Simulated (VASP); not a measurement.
Set up this calculation in VASP 6.6.1, as the native input.

- Task: single point
- Functional: PBE
- Potentials or basis: VASP PAW PBE potentials, release 64 (B, F, C, H)
- Cutoff: 520 eV
- k mesh: 1 × 1 × 1
- Occupations: fermi-dirac, width 0.05 eV
- Spin: no spin polarisation
- Dipole correction: no
- Further INCAR settings: LREAL = Auto; ALGO = Normal; EDIFF = 1e-07; NBANDS = 88

The structure of BH4CF3 lies in POSCAR:

```
BH4CF3
1.0
    8.1432530000      0.0000000000      0.0000000000
    0.0000000000      8.1432530000      0.0000000000
    0.0000000000      0.0000000000      8.1432530000
B F C H
4 12 4 16
Direct
    0.5580816413      0.7471952548      0.4217479182
    0.3549687085      0.1319251655      0.6182418746
    1.0224046827      0.7174528410      0.1785158830
    0.0713965291      0.6581399350      0.7606296894
    0.6993642467      0.7748500507      0.5094033060
    0.5579834005      0.8156691190      0.2727779672
    0.4427223371      0.6494947412      0.4790591671
    0.3980227558      0.2860404804      0.6437599323
    0.4574707430      0.0250882540      0.5713564346
    0.2025357680      0.0762962909      0.6364164297
    0.9728913003      0.8686700511      0.1800263359
    1.1815180002      0.6907681734      0.2183157026
    0.9219902661      0.5872591703      0.1597641630
    0.1492032729      0.5184414631      0.7735115193
    0.0645073904      0.7546738386      0.8943600303
   -0.0046787199      0.7146652572      0.6347954558
    0.2253890429      0.2025603282      0.2223312968
    0.6613941628      0.1071070738      0.9804067244
    0.6330885213      0.5872346101      0.8985966665
    0.8503112945      0.3159916559      0.4969512798
    0.1801245768      0.2022287653      0.3515302791
    0.3560370776      0.2363674566      0.2226505796
    0.1536732311      0.2860650406      0.1397844326
    0.2125317732      0.0790101941      0.1675865898
    0.7170844379      0.1923187208      1.0786352825
    0.6808826890     -0.0202253326      1.0124577979
    0.7256805112      0.1319865661      0.8644334150
    0.5253920024      0.1398089928      0.9607217165
    0.5285848297      0.6184629165      0.9858099705
    0.7089427284      0.6968836655      0.8647158574
    0.5845329870      0.5520643900      0.7769990690
    0.7113005085      0.4835782457      0.9330055200
    0.7594999197      0.2176280167      0.5192519500
    0.9664319652      0.2614434305      0.5091085835
    0.8239459096      0.3994104076      0.6081230683
    0.8224354567      0.3914160594      0.3937615594
```

One way to write it, as run:

INCAR

```
SYSTEM = BH4CF3
PREC = Accurate
ENCUT = 520
EDIFF = 1E-7
ISMEAR = -1
SIGMA = 0.05
LREAL = Auto
LASPH = .TRUE.
NELM = 80
ALGO = Normal
ISIF = 2
LWAVE = .FALSE.
LCHARG = .FALSE.
GGA = PE
NBANDS = 88
```

KPOINTS

```
Automatic mesh
0
G
  1 1 1
  0 0 0
```

Potentials or basis: VASP PAW PBE potentials, release 64 (B, F, C, H).

Run with:

```bash
$ cat potpaw_PBE.64/B/POTCAR potpaw_PBE.64/F/POTCAR potpaw_PBE.64/C/POTCAR potpaw_PBE.64/H/POTCAR > POTCAR
$ mpirun -np 1 vasp_gam > vasp.out
```

Results of the run:

| Property | Result |
| --- | --- |
| Pressure | 0.3 GPa |
| Largest force | 3.810 eV/Å |
| Band gap on the k mesh | 6.77 eV |

Caveat: the k points lie up to 0.77 Å⁻¹ apart; the atoms stand as in a frame of molecular dynamics.

Wall time 2.6 min on 1 thread of Intel Xeon 8259CL, with other jobs on the host, peak memory 0.56 GiB.
